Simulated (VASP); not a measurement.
Write the native input for VASP 6.6.1 that does the following.

```
Task                    : density of states
Functional              : PBEsol
Potentials or basis     : VASP PAW PBE potentials, release 64 (Ge_d)
Cutoff                  : 410 eV
k mesh                  : 12 × 12 × 6
Occupations             : gaussian, width 0.1 eV
Spin                    : no spin polarisation
Dipole correction       : no
k mesh for the DOS      : 18 × 18 × 9
Occupations for the DOS : tetrahedron
Further INCAR settings  : ALGO = Normal; EDIFF = 1e-06; NBANDS = 36
```

Ge:

```
Ge
1.0
     3.99697    0.00000    0.00000
    -1.99848    3.46148    0.00000
     0.00000    0.00000    6.59636
Ge
4
Direct
  0.66667 0.33333 0.06291
  0.33333 0.66667 0.56291
  0.66667 0.33333 0.43709
  0.33333 0.66667 0.93709
```

One way to write it, as run:

POSCAR

```
Ge
1.0
    3.9969679352      0.0000000000      0.0000000000
   -1.9984839676      3.4614757700      0.0000000000
    0.0000000000      0.0000000000      6.5963649695
Ge
4
Direct
    0.6666666667      0.3333333333      0.0629118512
    0.3333333333      0.6666666667      0.5629118512
    0.6666666667      0.3333333333      0.4370881488
    0.3333333333      0.6666666667      0.9370881488
```

INCAR.step1

```
SYSTEM = Ge
PREC     = Accurate       ! precision mode
ENCUT    = 410            ! plane-wave cutoff, eV
EDIFF    = 1E-6           ! SCF threshold, eV
ISMEAR   = 0              ! smearing method
SIGMA    = 0.1            ! smearing width, eV
LREAL    = .FALSE.        ! projectors in reciprocal space
LASPH    = .TRUE.         ! aspherical terms in the spheres
NELM     = 120            ! most SCF steps
ALGO     = Normal         ! electronic algorithm
ISIF     = 2              ! what is computed and relaxed
LWAVE    = .FALSE.        ! write WAVECAR
LCHARG   = .TRUE.         ! write CHGCAR
GGA      = PS             ! functional
NBANDS   = 36             ! bands
GGA_COMPAT= .FALSE.      
NEDOS    = 2001           ! points of the DOS
LORBIT   = 11             ! projections on sites
```

KPOINTS.step1

```
Automatic mesh
0
G
  12 12 6
  0 0 0
```

INCAR.step2

```
SYSTEM = Ge
PREC     = Accurate       ! precision mode
ENCUT    = 410            ! plane-wave cutoff, eV
EDIFF    = 1E-6           ! SCF threshold, eV
ISMEAR   = -5             ! smearing method
SIGMA    = 0.1            ! smearing width, eV
LREAL    = .FALSE.        ! projectors in reciprocal space
LASPH    = .TRUE.         ! aspherical terms in the spheres
NELM     = 120            ! most SCF steps
ALGO     = Normal         ! electronic algorithm
ISIF     = 2              ! what is computed and relaxed
LWAVE    = .FALSE.        ! write WAVECAR
LCHARG   = .FALSE.        ! write CHGCAR
GGA      = PS             ! functional
LORBIT   = 11             ! projections on sites
NBANDS   = 36             ! bands
NEDOS    = 2001           ! points of the DOS
ICHARG   = 11             ! starting density
GGA_COMPAT= .FALSE.
```

KPOINTS.step2

```
Automatic mesh
0
G
  18 18 9
  0 0 0
```

Potentials or basis: VASP PAW PBE potentials, release 64 (Ge_d).

Run with:

```bash
$ cat potpaw_PBE.64/Ge_d/POTCAR > POTCAR
$ cp INCAR.step1 INCAR
$ cp KPOINTS.step1 KPOINTS
$ mpirun -np 1 vasp_std > vasp.out
$ cp INCAR.step2 INCAR
$ cp KPOINTS.step2 KPOINTS
$ mpirun -np 1 vasp_std > vasp.out
```

It gave:

```yaml
Valence_electrons_inside_the_program's_atomic_spheres: Ge 12.40
```

It took 10 min on 1 thread of Intel Xeon 8259CL, with other jobs on the host, peak memory 0.4 GiB.
